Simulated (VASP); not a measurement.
A run of VASP 6.6.1:

Contents of INCAR:

```
SYSTEM = AlCo
  PREC = Accurate
  ENCUT = 600
  EDIFF = 1E-8
  ISMEAR = -1
  SIGMA = 0.15
  LREAL = .False.
  LASPH = .True.
  NELM = 60
  ALGO = Normal
  ISIF = 3
  LWAVE = .False.
  LCHARG = .False.
  GGA = PS
  NBANDS = 13
  IBRION = 6
  NFREE = 2
  POTIM = 0.015
  NSW = 1
```

KPOINTS

```
regular mesh
0
Gamma
  14 14 14
  0 0 0
```

The input POSCAR:

```
AlCo
1.0
    2.8246500857      0.0000000000      0.0000000000
    0.0000000000      2.8246500857      0.0000000000
    0.0000000000      0.0000000000      2.8246500857
Al Co
1 1
Direct
    0.0000000000      0.0000000000      0.0000000000
    0.5000000000      0.5000000000      0.5000000000
```

Potentials or basis: VASP PAW PBE potentials, release 64 (Al, Co).

Run with:

```console
$ cat potpaw_PBE.64/Al/POTCAR potpaw_PBE.64/Co/POTCAR > POTCAR
$ mpirun -np 1 vasp_std > vasp.out
```

Hardware: 1 thread of Intel(R) Xeon(R) 6975P-C (Granite Rapids), on a shared host.

Estimate the wall time of this run.

Wall time 7.5 min on 1 thread of Intel(R) Xeon(R) 6975P-C (Granite Rapids), with other jobs on the host, peak memory 0.58 GiB. Counts: scf iterations 171, k points 120.
